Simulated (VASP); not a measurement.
# CuO (Cc) in VASP: single point with PBE+U

Aim: the single point of CuO with PBE+U.

All numbers are computed with VASP 6.6.1; they aren't measurements. Logs are shortened: lines on timing, memory, paths and dates and some standing lists are left out, and cuts for length are marked.

### Step 1. The cell of the first run

It takes space group Cc (No. 9, monoclinic). The conventional cell has a = 4.693 Å, b = 3.428 Å, c = 5.137 Å, α = 90.00°, β = 99.55°, γ = 90.00°. Cu (site symmetry 1) has 4 O at 1.89 to 2.04 Å within 2.5 Å. Within 2.5 Å of Cu (site symmetry 1) lie 4 O at 1.89 to 2.04 Å. O (site symmetry 1) has 4 Cu at 1.89 to 2.04 Å within 2.5 Å. O (site symmetry 1) has 4 Cu at 1.89 to 2.04 Å within 2.5 Å.

### Step 2. Single point, PBE+U, collinear spin

Contents of INCAR:

```
SYSTEM = CuO
PREC = Accurate ; ENCUT = 520
EDIFF = 1E-6 ; ISMEAR = -1
SIGMA = 0.1 ; LREAL = .False.
LASPH = .True. ; NELM = 150
ALGO = Normal ; ISIF = 2
LWAVE = .False. ; LCHARG = .False.
ISPIN = 2 ; MAGMOM = 0.58 0.58 -0.58 -0.58 -0.01 -0.01 0.01 0.01
LORBIT = 11 ; LMAXMIX = 4
LDAU = .True. ; LDAUTYPE = 2
LDAUL = 2 -1 ; LDAUU = 4 0
LDAUJ = 0 0 ; LDAUPRINT = 1
GGA = PE ; ISYM = 0
NBANDS = 48
```

Contents of KPOINTS:

```
Automatic mesh
0
Gamma
  4 8 4
  0 0 0
```

Contents of POSCAR:

```
CuO
1.0
    4.6927000000     -3.4283000000      0.0000000000
    2.3463500000      1.7141500000      0.0000000000
   -0.8519200000      0.0000000000      5.0658700000
Cu O
4 4
Direct
    0.0016500000      0.4967000000      0.0000000000
    0.5016500000      0.4967000000      0.0000000000
    0.2483500000      0.0033000000      0.5000000000
    0.7483500000      0.0033000000      0.5000000000
    0.2859500000      0.4073000000      0.2602000000
    0.7859500000      0.4073000000      0.2602000000
    0.2036500000      0.5719000000      0.7602000000
    0.7036500000      0.5719000000      0.7602000000
```

Potentials or basis: VASP PAW PBE potentials, release 64 (Cu, O).

Run with:

```
$ cat potpaw_PBE.64/Cu/POTCAR potpaw_PBE.64/O/POTCAR > POTCAR
$ mpirun -np 1 vasp_std > vasp.out
```

OUTCAR:

```text
SYSTEM = CuO
   PREC = Accurate
   ENCUT = 520
   EDIFF = 1E-6
   ISMEAR = -1
   LREAL = .False.
   LASPH = .True.
   NELM = 150
   ISIF = 2
   ISPIN = 2
   LORBIT = 11
   GGA = PE
   ISYM = 0

 ion  position               nearest neighbor table
   1  0.002  0.497  0.000-   7 1.89   5 1.96   8 1.96   6 2.04
   2  0.502  0.497  0.000-   8 1.89   6 1.96   7 1.96   5 2.04
   3  0.248  0.003  0.500-   5 1.89   7 1.96   5 1.96   7 2.04
   4  0.748  0.003  0.500-   6 1.89   8 1.96   6 1.96   8 2.04
   5  0.286  0.407  0.260-   3 1.89   1 1.96   3 1.96   2 2.04
   6  0.786  0.407  0.260-   4 1.89   2 1.96   4 1.96   1 2.04
   7  0.204  0.572  0.760-   1 1.89   3 1.96   2 1.96   3 2.04
   8  0.704  0.572  0.760-   2 1.89   4 1.96   1 1.96   4 2.04

IMPORTANT INFORMATION: All symmetrisations will be switched off!
NOSYMM: (Re-)initialisation of all symmetry stuff for point group C_1.

----------------------------------------------------------------------------------------

                                     Primitive cell

  volume of cell :      81.4996

  direct lattice vectors                    reciprocal lattice vectors
     4.692700000 -3.428300000  0.000000000     0.106548469 -0.145844879  0.017918101
     2.346350000  1.714150000  0.000000000     0.213096938  0.291689759  0.035836203
    -0.851920000  0.000000000  5.065870000     0.000000000  0.000000000  0.197399460

  length of vectors
     5.811598247  2.905799123  5.137003654     0.181505822  0.363011644  0.197399460

  position of ions in fractional coordinates (direct lattice)
     0.001650000  0.496700000  0.000000000
     0.501650000  0.496700000  0.000000000
     0.248350000  0.003300000  0.500000000
     0.748350000  0.003300000  0.500000000
     0.285950000  0.407300000  0.260200000
     0.785950000  0.407300000  0.260200000
     0.203650000  0.571900000  0.760200000
     0.703650000  0.571900000  0.760200000

  ion indices of the primitive-cell ions
   primitive index   ion index
                 1           1
                 2           2
                 3           3
                 4           4
                 5           5
                 6           6
                 7           7
                 8           8

----------------------------------------------------------------------------------------

 KPOINTS: Automatic mesh

Automatic generation of k-mesh.
 Grid dimensions read from file:
 generate k-points for:    4    8    4

 Generating k-lattice:

  Cartesian coordinates                     Fractional coordinates (reciprocal lattice)
     0.026637117 -0.036461220  0.004479525     0.250000000 -0.000000000  0.000000000
     0.026637117  0.036461220  0.004479525    -0.000000000  0.125000000  0.000000000
     0.000000000  0.000000000  0.049349865     0.000000000  0.000000000  0.250000000

  Length of vectors
     0.045376456  0.045376456  0.049349865

  Shift w.r.t. Gamma in fractional coordinates (k-lattice)
     0.000000000  0.000000000  0.000000000

 -----------------------------------------------------------------------------
|                                                                             |
|           W    W    AA    RRRRR   N    N  II  N    N   GGGG   !!!           |
|           W    W   A  A   R    R  NN   N  II  NN   N  G    G  !!!           |
|           W    W  A    A  R    R  N N  N  II  N N  N  G       !!!           |
|           W WW W  AAAAAA  RRRRR   N  N N  II  N  N N  G  GGG   !            |
|           WW  WW  A    A  R   R   N   NN  II  N   NN  G    G                |
|           W    W  A    A  R    R  N    N  II  N    N   GGGG   !!!           |
|                                                                             |
|     Your reciprocal lattice and k-lattice belong to different lattice       |
|     classes:                                                                |
|                                                                             |
|        The reciprocal lattice is triclinic,                                 |
|        whereas your k-lattice is base-centered monoclinic.                  |
[... 76 lines left out ...]
  volume/ion in A,a.u.               =      10.19        68.75
  Fermi-wavevector in a.u.,A,eV,Ry     =   1.541201  2.912447 32.317921  2.375300
  Thomas-Fermi vector in A             =   2.647180
   LORBIT       =     11    0 simple, 1 ext, 2 COOP (PROOUT), +10 PAW based schemes
 LDA+U is selected, type is set to LDAUTYPE =  2
   angular momentum for each species LDAUL =     2   -1
   U (eV)           for each species LDAUU =   4.0  0.0
   J (eV)           for each species LDAUJ =   0.0  0.0
   GGA     = PE    functional components
   LHFCALC =     F    Hartree Fock is set to
   AEXX    =    0.0000 exact exchange contribution
   IVDW    =     0    specifies the selected vdW correction
   LEPSILON=     F    determine dielectric tensor
   LRPA    =     F    only Hartree local field effects (RPA)
 spin polarized calculation
  energy-cutoff  :      520.00
  volume of cell :       81.50
 maximum number of plane-waves:      2217
 NGX is ok and might be reduce to    48
   NGX = 21   NGY = 11   NGZ = 19

 number of electron      68.0000000 magnetization      -0.0000002

atom =   1  type =  1  l = 2

 onsite density matrix

spin component  1
[... 116 lines left out ...]
  o =  0.4262  v =  0.0869  0.5667  0.0073  0.7796 -0.2519  0.0000  0.0000  0.0000  0.0000  0.0000      0.0000  0.0000  0.0000  0.0000  0.0000  0.0000  0.0000  0.0000  0.0000  0.0000
  o =  0.9534  v =  0.8569  0.1810  0.4293 -0.2033  0.0860  0.0000  0.0000  0.0000  0.0000  0.0000      0.0000  0.0000  0.0000  0.0000  0.0000  0.0000  0.0000  0.0000  0.0000  0.0000
  o =  0.9552  v =  0.0000  0.0000  0.0000  0.0000  0.0000  0.8562  0.1634  0.4419 -0.1915  0.0912      0.0000  0.0000  0.0000  0.0000  0.0000  0.0000  0.0000  0.0000  0.0000  0.0000
  o =  0.9683  v =  0.0000  0.0000  0.0000  0.0000  0.0000  0.0677  0.1705 -0.1948 -0.4153 -0.8695      0.0000  0.0000  0.0000  0.0000  0.0000  0.0000  0.0000  0.0000  0.0000  0.0000
  o =  0.9696  v =  0.0000  0.0000  0.0000  0.0000  0.0000  0.1186 -0.7858  0.2975  0.3630 -0.3849      0.0000  0.0000  0.0000  0.0000  0.0000  0.0000  0.0000  0.0000  0.0000  0.0000
  o =  0.9706  v = -0.0332  0.5770 -0.3500 -0.5654 -0.4731  0.0000  0.0000  0.0000  0.0000  0.0000      0.0000  0.0000  0.0000  0.0000  0.0000  0.0000  0.0000  0.0000  0.0000  0.0000
  o =  0.9715  v =  0.1671 -0.5206  0.0951  0.0918 -0.8268  0.0000  0.0000  0.0000  0.0000  0.0000      0.0000  0.0000  0.0000  0.0000  0.0000  0.0000  0.0000  0.0000  0.0000  0.0000
  o =  0.9765  v =  0.0000  0.0000  0.0000  0.0000  0.0000 -0.4831  0.2506  0.8233 -0.1047 -0.1229      0.0000  0.0000  0.0000  0.0000  0.0000  0.0000  0.0000  0.0000  0.0000  0.0000
  o =  0.9780  v =  0.4787 -0.2051 -0.8271  0.1511  0.1475  0.0000  0.0000  0.0000  0.0000  0.0000      0.0000  0.0000  0.0000  0.0000  0.0000  0.0000  0.0000  0.0000  0.0000  0.0000
  o =  1.0127  v =  0.0000  0.0000  0.0000  0.0000  0.0000  0.1222  0.5138 -0.0224  0.8051 -0.2693      0.0000  0.0000  0.0000  0.0000  0.0000  0.0000  0.0000  0.0000  0.0000  0.0000

 number of electron      68.0000000 magnetization       0.0000000

 Free energy of the ion-electron system (eV)
  ---------------------------------------------------
  ext. energy  EPLUGINS =         0.00000000
  ---------------------------------------------------
  free energy    TOTEN  =       -34.34108694 eV

  energy without entropy =      -34.33503040  energy(sigma->0) =      -34.33805867

 E-fermi :   5.4121     XC(G=0): -11.8314

 val. band max:        5.1109029571   @ k =   0.0000   0.0000   0.0000
 cond. band min:       5.7099822092   @ k =   0.2500   0.2500   0.5000
 fundamental gap:      0.5990792521
 Fermi energy:         5.4121312292

 spin component 1

 k-point     1 :       0.0000    0.0000    0.0000
  band No.  band energies     occupation
      1     -14.0614      1.00000
      2     -13.2677      1.00000
      3     -12.7088      1.00000
      4     -12.5741      1.00000
      5      -2.7127      1.00000
      6      -1.7047      1.00000
[... 2345 lines left out ...]
     45      17.6268      0.00000
     46      19.1350      0.00000

 [... further k-points ...]

 [bands above 46 left out]

------------------------ aborting loop because EDIFF is reached ----------------------------------------

  FORCE on cell =-STRESS in cart. coord.  units (eV):
  Direction    XX          YY          ZZ          XY          YZ          ZX
  --------------------------------------------------------------------------------------
  -------------------------------------------------------------------------------------
  Total        2.0618919      1.9960837      2.2915950      0.0000173      0.0000103     -0.7616542
  in kB       40.5341274     39.2404220     45.0497931      0.0003394      0.0002032    -14.9731364
  external PRESSURE =      41.6081142 kB  Pullay stress =       0.0000000 kB

 VOLUME and BASIS-vectors are now :
 -----------------------------------------------------------------------------
  energy-cutoff  :      520.00
  volume of cell :       81.50
      direct lattice vectors                 reciprocal lattice vectors
     4.692700000 -3.428300000  0.000000000     0.106548469 -0.145844879  0.017918101
     2.346350000  1.714150000  0.000000000     0.213096938  0.291689759  0.035836203
    -0.851920000  0.000000000  5.065870000     0.000000000  0.000000000  0.197399460

 POSITION                                       TOTAL-FORCE (eV/Angst)
 -----------------------------------------------------------------------------------
      1.17317      0.84576      0.00000        -0.708200      0.227813      0.690948
      3.51952     -0.86839      0.00000        -0.708204      0.227817      0.690951
      0.74722     -0.84576      2.53294        -0.708203     -0.227821      0.690960
      3.09357     -2.55991      2.53294        -0.708201     -0.227817      0.690960
      2.07588     -0.28215      1.31814         0.708206      0.152143     -0.690969
      4.42223     -1.99630      1.31814         0.708193      0.152148     -0.690990
      1.64992      0.28215      3.85107         0.708211     -0.152146     -0.690939
      3.99627     -1.43200      3.85107         0.708198     -0.152136     -0.690921
 -----------------------------------------------------------------------------------
    total drift:                               -0.000201      0.000012      0.001698

  FREE ENERGIE OF THE ION-ELECTRON SYSTEM (eV)
  ---------------------------------------------------
  free  energy   TOTEN  =       -34.3410869443 eV

  energy  without entropy=      -34.3350304047  energy(sigma->0) =      -34.33805867

 total charge

# of ion       s       p       d       tot
------------------------------------------
    1        0.377   0.389   9.161   9.926
    2        0.377   0.389   9.161   9.926
    3        0.377   0.389   9.161   9.926
    4        0.377   0.389   9.161   9.926
    5        1.562   3.427   0.000   4.989
    6        1.562   3.427   0.000   4.989
    7        1.562   3.427   0.000   4.989
    8        1.562   3.427   0.000   4.989
--------------------------------------------------
tot          7.756  15.261  36.644  59.661

 magnetization (x)

# of ion       s       p       d       tot
------------------------------------------
    1       -0.006  -0.006   0.583   0.571
    2       -0.006  -0.006   0.583   0.571
    3        0.006   0.006  -0.583  -0.571
    4        0.006   0.006  -0.583  -0.571
    5       -0.000  -0.010   0.000  -0.010
    6       -0.000  -0.010   0.000  -0.010
    7        0.000   0.010   0.000   0.010
    8        0.000   0.010   0.000   0.010
--------------------------------------------------
tot         -0.000   0.000  -0.000   0.000
```

Run time: 17 min. Hardware: 1 thread of Oxide Virtual Turin-like, shared host; peak memory 0.45 GiB.

Results:

| Quantity | Value |
| --- | --- |
| Free energy | -34.3411 eV |
| Pressure | 4.2 GPa |
| Largest force | 1.015 eV/Å |
| Band gap on the k mesh | 0.60 eV |
| Net moment | 0.00 μB per cell |
| Site moments | Cu +0.57, -0.57 (each value once); O -0.01, +0.01 (each value once) μB |
| Valence electrons inside the program's atomic spheres | Cu 9.93; O 4.99 |

Forces in eV/Å, atoms in the order of the input:
```
Cu  -0.708  0.228  0.691
Cu  -0.708  0.228  0.691
Cu  -0.708 -0.228  0.691
Cu  -0.708 -0.228  0.691
O    0.708  0.152 -0.691
O    0.708  0.152 -0.691
O    0.708 -0.152 -0.691
O    0.708 -0.152 -0.691
```

Stress tensor (GPa, compression positive):
```
 4.05  0.00 -1.50
 0.00  3.92  0.00
-1.50  0.00  4.50
```

Eigenvalues of the final occupation matrices:
```tsv
site	spin	trace	eigenvalues
site 1 d	1	4.88	0.96 0.97 0.97 0.98 1.01
site 1 d	2	4.30	0.43 0.95 0.97 0.97 0.98
site 2 d	1	4.88	0.96 0.97 0.97 0.98 1.01
site 2 d	2	4.30	0.43 0.95 0.97 0.97 0.98
site 3 d	1	4.30	0.43 0.95 0.97 0.97 0.98
site 3 d	2	4.88	0.96 0.97 0.97 0.98 1.01
site 4 d	1	4.30	0.43 0.95 0.97 0.97 0.98
site 4 d	2	4.88	0.96 0.97 0.97 0.98 1.01
```

Caveat: the cell stands under pressure; forces of over 1 eV/Å act on the atoms, so gaps and moduli don't describe the material at rest. A k mesh can miss the band edges.
